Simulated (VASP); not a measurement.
Cu, 1 atom in the cell. Symmetry: I4/mmm, No. 139, tetragonal system. Conventional cell: a = 2.878 Å, b = 2.878 Å, c = 2.743 Å, α = 90.00°, β = 90.00°, γ = 90.00°. Within 3.2 Å of Cu (site symmetry 4/mmm) lie 14 Cu at 2.45 to 2.88 Å. 

```yaml
Program: VASP 6.6.1
Task: single point
Functional: PBEsol
Potentials_or_basis: VASP PAW PBE potentials, release 64 (Cu)
Cutoff: 520 eV
k_mesh: 15 × 15 × 15
Occupations: methfessel-paxton, width 0.1 eV
Spin: no spin polarisation
Dipole_correction: no
Further_INCAR_settings: ALGO = Normal; EDIFF = 1e-06; NBANDS = 12
```

Potentials or basis: VASP PAW PBE potentials, release 64 (Cu).

The run is started by

```console
$ cat potpaw_PBE.64/Cu/POTCAR > POTCAR
$ mpirun -np 1 vasp_std > vasp.out
```

Hardware: 1 thread of Intel Xeon 8259CL, on a shared host.

Question: Estimate the wall time of this run.

Answer: Run time: 50 s on 1 thread of Intel Xeon 8259CL, with other jobs on the host, peak memory 0.15 GiB. Counts: scf iterations 12, k points 288.
